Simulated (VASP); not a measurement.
# Sc12HF in VASP: notebook

Sc12HF is run at these levels: PBE+D3(BJ); tasks: single point.

Program: VASP 6.6.1. These are calculated values, not measurements. Logs are shortened: lines on timing, memory, paths and dates and some standing lists are left out, and cuts for length are marked.

### 1 The cell of the first run

The cell holds a slab with vacuum, 14 atoms: a = 6.620 Å, b = 6.620 Å, c = 19.276 Å, α = 90.00°, β = 90.00°, γ = 60.00°.

### 2 Single point, PBE+D3(BJ)

INCAR reads:

```
PREC = Accurate
ENCUT = 520
EDIFF = 1E-6
ISMEAR = -1
SIGMA = 0.05
LREAL = False
LASPH = True
NELM = 60
ALGO = Normal
ISIF = 2
LWAVE = False
LCHARG = False
GGA = PE
IVDW = 12
NBANDS = 83
```

KPOINTS reads:

```
Automatic mesh
0
Gamma
  3 3 1
```

POSCAR reads:

```
Sc12HF
1.0
    6.6200000000      0.0000000000      0.0000000000
    3.3100000000      5.7330880000      0.0000000000
    0.0000000000      0.0000000000     19.2761400000
Sc F H
12 1 1
Direct
    0.0000000000      0.0000000000      0.0518776062
    0.5000000000      0.0000000000      0.0518776062
    0.0000038374      0.4999923253      0.0518776062
    0.5000038374      0.4999923253      0.0518776062
   -0.1666019748      0.3334154299      0.1871588399
    0.3330557253      0.3336770690      0.1867956966
   -0.1663545670      0.8330414604      0.1869617050
    0.3332282305      0.8331810012      0.1863858636
    0.0016308388     -0.0015698346      0.3154469723
    0.4994057440     -0.0002616391      0.3148451920
    0.0003162164      0.5005156035      0.3166557205
    0.4986118952      0.5012656356      0.3150163881
    0.7902517666      0.5113997901      0.5232479117
    0.6581989266      0.5998861347      0.4950161184
```

Potentials or basis: VASP PAW PBE potentials, release 64 (Sc_sv, F, H).

On the command line:

```sh
> cat potpaw_PBE.64/Sc_sv/POTCAR potpaw_PBE.64/F/POTCAR potpaw_PBE.64/H/POTCAR > POTCAR
> mpirun -np 1 vasp_std > vasp.out
```

OUTCAR:

```text
PREC = Accurate
   ENCUT = 520
   EDIFF = 1E-6
   ISMEAR = -1
   LREAL = False
   LASPH = True
   NELM = 60
   ISIF = 2
   GGA = PE
   IVDW = 12
 IVDW          = 12

 ion  position               nearest neighbor table
   1  0.000  0.000  0.052-   8 3.22   7 3.23   5 3.23   4 3.31   3 3.31   2 3.31   2 3.31   3 3.31
                             4 3.31
   2  0.500  0.000  0.052-   8 3.22   6 3.23   7 3.23   3 3.31   4 3.31   1 3.31   1 3.31   4 3.31
                             3 3.31
   3  0.000  0.500  0.052-   6 3.23   7 3.23   5 3.23   2 3.31   1 3.31   4 3.31   4 3.31   1 3.31
                             2 3.31
   4  0.500  0.500  0.052-   8 3.22   6 3.23   5 3.23   1 3.31   2 3.31   3 3.31   3 3.31   2 3.31
                             1 3.31
   5  0.833  0.333  0.187-  12 3.12   9 3.13  11 3.15   3 3.23   4 3.23   1 3.23   7 3.31   6 3.31
                             8 3.31   8 3.31   6 3.31   7 3.31
   6  0.333  0.334  0.187-  12 3.12  10 3.12  11 3.15   3 3.23   4 3.23   2 3.23   7 3.31   8 3.31
                             5 3.31   5 3.31   8 3.31   7 3.31
   7  0.834  0.833  0.187-  10 3.12   9 3.13  11 3.14   3 3.23   1 3.23   2 3.23   6 3.31   8 3.31
                             5 3.31   5 3.31   8 3.31   6 3.31
   8  0.333  0.833  0.186-  12 3.13  10 3.13   9 3.13   4 3.22   1 3.22   2 3.22   6 3.31   7 3.31
                             5 3.31   5 3.31   7 3.31   6 3.31
   9  0.002  0.998  0.315-   7 3.13   8 3.13   5 3.13  12 3.29  10 3.30  11 3.30  11 3.32  10 3.32
                            12 3.33
  10  0.499  1.000  0.315-   7 3.12   6 3.12   8 3.13   9 3.30  12 3.30  11 3.31  11 3.31  12 3.32
                             9 3.32
  11  0.000  0.501  0.317-   7 3.14   5 3.15   6 3.15   9 3.30  12 3.30  10 3.31  10 3.31  12 3.32
                             9 3.32
  12  0.499  0.501  0.315-   6 3.12   5 3.12   8 3.13   9 3.29  11 3.30  10 3.30  10 3.32  11 3.32
                             9 3.33
  13  0.790  0.511  0.523-  14 0.94
  14  0.658  0.600  0.495-  13 0.94

  LATTYP: Found a hexagonal cell.
 ALAT       =     6.6199998501
 C/A-ratio  =     2.9118036913

  Lattice vectors:

 A1 = (  -3.3100000000,  -5.7330880000,   0.0000000000)
 A2 = (   6.6200000000,   0.0000000000,   0.0000000000)
 A3 = (   0.0000000000,   0.0000000000,  19.2761400000)

Analysis of symmetry for initial positions (statically):
=====================================================================
 Subroutine PRICEL returns:
 Original cell was already a primitive cell.

 Routine SETGRP: Setting up the symmetry group for a
 hexagonal supercell.

 Subroutine GETGRP returns: Found  1 space group operations
 (whereof  1 operations were pure point group operations)
 out of a pool of 24 trial point group operations.

The static configuration has the point symmetry C_1 .

Analysis of symmetry for dynamics (positions and initial velocities):
=====================================================================
 Subroutine PRICEL returns:
 Original cell was already a primitive cell.

 Routine SETGRP: Setting up the symmetry group for a
 hexagonal supercell.

 Subroutine GETGRP returns: Found  1 space group operations
 (whereof  1 operations were pure point group operations)
 out of a pool of 24 trial point group operations.

The dynamic configuration has the point symmetry C_1 .

 Subroutine INISYM returns: Found  1 space group operations
 (whereof  1 operations are pure point group operations),
 and found     1 'primitive' translations

----------------------------------------------------------------------------------------

                                     Primitive cell

  volume of cell :     731.5882

  direct lattice vectors                    reciprocal lattice vectors
     6.620000000  0.000000000  0.000000000     0.151057402 -0.087213034  0.000000000
     3.310000000  5.733088000  0.000000000     0.000000000  0.174426068  0.000000000
     0.000000000  0.000000000 19.276140000     0.000000000  0.000000000  0.051877606

  length of vectors
     6.620000000  6.619999850 19.276140000     0.174426065  0.174426068  0.051877606

  position of ions in fractional coordinates (direct lattice)
     0.000000000  0.000000000  0.051877606
     0.500000000  0.000000000  0.051877606
     0.000003837  0.499992325  0.051877606
     0.500003837  0.499992325  0.051877606
     0.833398025  0.333415430  0.187158840
     0.333055725  0.333677069  0.186795697
     0.833645433  0.833041460  0.186961705
     0.333228230  0.833181001  0.186385864
     0.001630839  0.998430165  0.315446972
     0.499405744  0.999738361  0.314845192
     0.000316216  0.500515603  0.316655721
[... 37 lines left out ...]
     0.058142022  0.058142023  0.051877606

  Shift w.r.t. Gamma in fractional coordinates (k-lattice)
     0.000000000  0.000000000  0.000000000

 Subroutine IBZKPT returns following result:
 ===========================================

 Found      5 irreducible k-points:

 Following reciprocal coordinates:
            Coordinates               Weight
  0.000000  0.000000  0.000000      1.000000
  0.333333 -0.000000  0.000000      2.000000
  0.333333  0.333333  0.000000      2.000000
  0.000000  0.333333  0.000000      2.000000
 -0.333333  0.333333  0.000000      2.000000
   k-points           NKPTS =      5   k-points in BZ     NKDIM =      5   number of bands    NBANDS=     83
   number of dos      NEDOS =    301   number of ions     NIONS =     14
   total plane-waves  NPLWV = 360000
   dimension x,y,z NGX =    50 NGY =   50 NGZ =  144
   dimension x,y,z NGXF=   100 NGYF=  100 NGZF=  288
   ions per type =              12   1   1
   NGX,Y,Z   is equivalent  to a cutoff of  12.56, 12.56, 12.42 a.u.
   NGXF,Y,Z  is equivalent  to a cutoff of  25.11, 25.11, 24.84 a.u.
 SYSTEM =  unknown system
   PREC   = accura    normal or accurate (medium, high low for compatibility)
   ISTART =      0    job   : 0-new  1-cont  2-samecut
   ICHARG =      2    charge: 1-file 2-atom 10-const
   ISPIN  =      1    spin polarized calculation?
   LNONCOLLINEAR =      F non collinear calculations
   LSORBIT =      F    spin-orbit coupling
   LASPH  =      T    aspherical Exc in radial PAW
   ENCUT  =  520.0 eV  38.22 Ry    6.18 a.u.  12.31 12.31 35.84*2*pi/ulx,y,z
   NELM   =     60;   NELMIN=  2; NELMDL= -5     # of ELM steps
   EDIFF  = 0.1E-05   stopping-criterion for ELM
   LREAL  =      F    real-space projection
   EDIFFG = 0.1E-04   stopping-criterion for IOM
   NSW    =      0    number of steps for IOM
   IBRION =     -1    ionic relax: 0-MD 1-quasi-New 2-CG
   NFREE  =      0    steps in history (QN), initial steepest desc. (CG)
   ISIF   =      2    stress and relaxation
   ISYM   =      2    0-nonsym 1-usesym 2-fastsym
   POTIM  = 0.5000    time-step for ionic-motion
   TEBEG  =    0.0;   TEEND  =   0.0 temperature during run
   PSTRESS=    0.0 pullay stress
   NELECT =     140.0000    total number of electrons
   NUPDOWN=      -1.0000    fix difference up-down
   EMIN   =  10.00;   EMAX   =-10.00  energy-range for DOS
   EFERMI =   0.00;   METHOD = LEGACY
   ISMEAR =    -1;   SIGMA  =   0.05  broadening in eV -4-tet -1-fermi 0-gaus
   EFERMI_NEDOS =   21; number of points for ismear=-14 and -15
   IALGO  =     38    algorithm
   IMIX   =      4    mixing-type and parameters
     AMIX     =   0.40;   BMIX     =  1.00
     AMIX_MAG =   1.60;   BMIX_MAG =  1.00
  volume/ion in A,a.u.               =      52.26       352.64
  Fermi-wavevector in a.u.,A,eV,Ry     =   0.943399  1.782765 12.109201  0.890001
  Thomas-Fermi vector in A             =   2.071102
   LORBIT       =      0    0 simple, 1 ext, 2 COOP (PROOUT), +10 PAW based schemes
   GGA     = PE    functional components
   LHFCALC =     F    Hartree Fock is set to
   AEXX    =    0.0000 exact exchange contribution
   IVDW    =    12    specifies the selected vdW correction
   LEPSILON=     F    determine dielectric tensor
   LRPA    =     F    only Hartree local field effects (RPA)
 non-spin polarized calculation
  energy-cutoff  :      520.00
  volume of cell :      731.59
 maximum number of plane-waves:     19751
 NGX is ok and might be reduce to    50
   NGX = 25   NGY = 25   NGZ = 71

 number of electron     140.0000005 magnetization

 Free energy of the ion-electron system (eV)
  ---------------------------------------------------
  ext. energy  EPLUGINS =         0.00000000
  ---------------------------------------------------
  free energy    TOTEN  =       -77.17354866 eV

  energy without entropy =      -76.95984317  energy(sigma->0) =      -77.06669592

 E-fermi :  -0.5033     XC(G=0):  -5.2281

 val. band max:       -0.5040722807   @ k =  -0.3333   0.3333   0.0000
 cond. band min:      -0.4928535529   @ k =   0.0000   0.0000   0.0000
 fundamental gap:      0.0112187278
 Fermi energy:        -0.5032797226

 k-point     1 :       0.0000    0.0000    0.0000
  band No.  band energies     occupation
      1     -50.3376      2.00000
      2     -50.3056      2.00000
      3     -50.3041      2.00000
      4     -50.3030      2.00000
      5     -50.2199      2.00000
      6     -50.1911      2.00000
[... 414 lines left out ...]
     81       0.0454      0.00003
     82       0.1166      0.00001
 [bands above 82 left out]

------------------------ aborting loop because EDIFF is reached ----------------------------------------

 Edisp (eV)   -3.30231

 E8    (eV) :    -1.6551

  FORCE on cell =-STRESS in cart. coord.  units (eV):
  Direction    XX          YY          ZZ          XY          YZ          ZX
  --------------------------------------------------------------------------------------
  -------------------------------------------------------------------------------------
  Total      -6.27234    -6.25014    -3.73638     0.02588     0.03933     0.04175
  in kB     -13.73642   -13.68781    -8.18267     0.05668     0.08612     0.09144
  external pressure =      -11.87 kB  Pullay stress =        0.00 kB

 VOLUME and BASIS-vectors are now :
 -----------------------------------------------------------------------------
  energy-cutoff  :      520.00
  volume of cell :      731.59
      direct lattice vectors                 reciprocal lattice vectors
     6.620000000  0.000000000  0.000000000     0.151057402 -0.087213034  0.000000000
     3.310000000  5.733088000  0.000000000     0.000000000  0.174426068  0.000000000
     0.000000000  0.000000000 19.276140000     0.000000000  0.000000000  0.051877606

 POSITION                                       TOTAL-FORCE (eV/Angst)
 -----------------------------------------------------------------------------------
      0.00000      0.00000      1.00000         0.001498     -0.001058      0.266179
      3.31000      0.00000      1.00000        -0.001243     -0.002008      0.271735
      1.65500      2.86650      1.00000        -0.000117      0.000383      0.258179
      4.96500      2.86650      1.00000         0.001566      0.002478      0.270809
      6.62070      1.91150      3.60770         0.005991      0.015847     -0.242396
      3.30930      1.91300      3.60070        -0.005897      0.004108     -0.239930
      8.27610      4.77590      3.60390        -0.011936     -0.014845     -0.228592
      4.96380      4.77670      3.59280         0.010631     -0.006597     -0.275472
      3.31560      5.72409      6.08060         0.013202      0.005613      0.050068
      6.61520      5.73159      6.06900        -0.008285     -0.103834      0.000535
      1.65880      2.86950      6.10390        -0.096994      0.043159      0.073564
      4.96000      2.87380      6.07230         0.076893      0.047378     -0.070830
      6.92420      2.93190     10.08620        -0.001945      0.001241     -0.049660
      6.34290      3.43920      9.54200         0.016635      0.008134     -0.084188
 -----------------------------------------------------------------------------------
    total drift:                                0.000148     -0.000189      0.000054

  FREE ENERGIE OF THE ION-ELECTRON SYSTEM (eV)
  ---------------------------------------------------
  free  energy   TOTEN  =       -80.4758598258 eV

  energy  without entropy=      -80.2621543308  energy(sigma->0) =      -80.36900708
```

Run time: 43 min. Hardware: 1 thread of Intel Xeon 8259CL, shared host; peak memory 0.81 GiB.

Results:

* Free energy: -80.4759 eV
* Largest force: 0.276 eV/Å
* Band gap on the k mesh: 0.01 eV
* Dispersion energy per atom: -0.236 eV

Forces on the atoms (eV/Å):
```
Sc   0.001 -0.001  0.266
Sc  -0.001 -0.002  0.272
Sc   0.000  0.000  0.258
Sc   0.002  0.002  0.271
Sc   0.006  0.016 -0.242
Sc  -0.006  0.004 -0.240
Sc  -0.012 -0.015 -0.229
Sc   0.011 -0.007 -0.275
Sc   0.013  0.006  0.050
Sc  -0.008 -0.104  0.001
Sc  -0.097  0.043  0.074
Sc   0.077  0.047 -0.071
F   -0.002  0.001 -0.050
H    0.017  0.008 -0.084
```

Levels at points of the mesh, in eV from the valence-band top:
```tsv
k point	band 68	band 69	band 70	band 71	band 72	band 73
(0.00, 0.00, 0.00)	-0.24	-0.24	-0.24	0.01	0.10	0.46
```

Caveat: there is no dipole correction, which matters where the two faces differ; semilocal functionals underestimate gaps, and a narrow one can read as zero.

### 3 Single point, PBE+D3(BJ)

INCAR reads:

```
PREC = Accurate
ENCUT = 520
EDIFF = 1E-6
ISMEAR = -1
SIGMA = 0.05
LREAL = False
LASPH = True
NELM = 80
ALGO = Normal
ISIF = 2
LWAVE = False
LCHARG = True
GGA = PE
IVDW = 12
LELF = True
LVHAR = True
NBANDS = 83
```

KPOINTS is that of step 2.

POSCAR reads:

```
Sc12HF
1.0
    6.6200000000      0.0000000000      0.0000000000
    3.3100000000      5.7330880000      0.0000000000
    0.0000000000      0.0000000000     19.2761400000
Sc F H
12 1 1
Direct
    0.0000000000      0.0000000000      0.0518776062
    0.5000000000      0.0000000000      0.0518776062
    0.0000038374      0.4999923253      0.0518776062
    0.5000038374      0.4999923253      0.0518776062
   -0.1657355249      0.3344619863      0.1724463508
    0.3329342982      0.3321072344      0.1746303980
   -0.1677226372      0.8326053952      0.1746148347
    0.3347448534      0.8341054594      0.1734216498
   -0.0026314189      0.0081631400      0.3029911590
    0.5040567034     -0.0100469415      0.3028251507
   -0.0056910267      0.4999923253      0.3009523691
    0.5096996763      0.5008121278      0.3001742050
    0.8335040274      0.5227200420      0.4479527540
    0.7445050317      0.4474551934      0.4451202367
```

Potentials or basis: VASP PAW PBE potentials, release 64 (Sc_sv, F, H).

On the command line:

```sh
> cat potpaw_PBE.64/Sc_sv/POTCAR potpaw_PBE.64/F/POTCAR potpaw_PBE.64/H/POTCAR > POTCAR
> mpirun -np 1 vasp_std > vasp.out
```

Run time: 31 min. Hardware: 1 thread of Intel Xeon 8259CL, shared host; peak memory 0.82 GiB.

Results (log left out):

```yaml
Free_energy: -80.5449 eV
Largest_force: 0.714 eV/Å
Band_gap_on_the_k_mesh: zero (filled and empty bands touch)
Dispersion_energy_per_atom: -0.245 eV
```

Forces on the atoms (eV/Å):
```
Sc   0.012 -0.022 -0.397
Sc  -0.007  0.010 -0.362
Sc   0.025  0.000 -0.359
Sc  -0.026  0.007 -0.410
Sc  -0.017 -0.028  0.414
Sc   0.062 -0.048  0.305
Sc   0.018  0.062  0.360
Sc  -0.037  0.010  0.368
Sc  -0.052 -0.119 -0.107
Sc   0.100  0.374  0.057
Sc   0.137 -0.097  0.472
Sc  -0.386 -0.140 -0.184
F    0.639  0.312  0.062
H   -0.469 -0.319 -0.219
```

Levels at points of the mesh, in eV from the Fermi level:
```
           k point  band 66  band 67  band 68  band 69  band 70  band 71  band 72  band 73  band 74  band 75
(0.00, 0.00, 0.00)    -0.30    -0.29    -0.26    -0.25    -0.24    -0.02     0.11     0.50     0.54     0.56
```

Caveat: the k points lie up to 0.37 Å⁻¹ apart; there is no dipole correction, which matters where the two faces differ.

The gap in the log of VASP goes by the Fermi energy; the results here count the filled bands.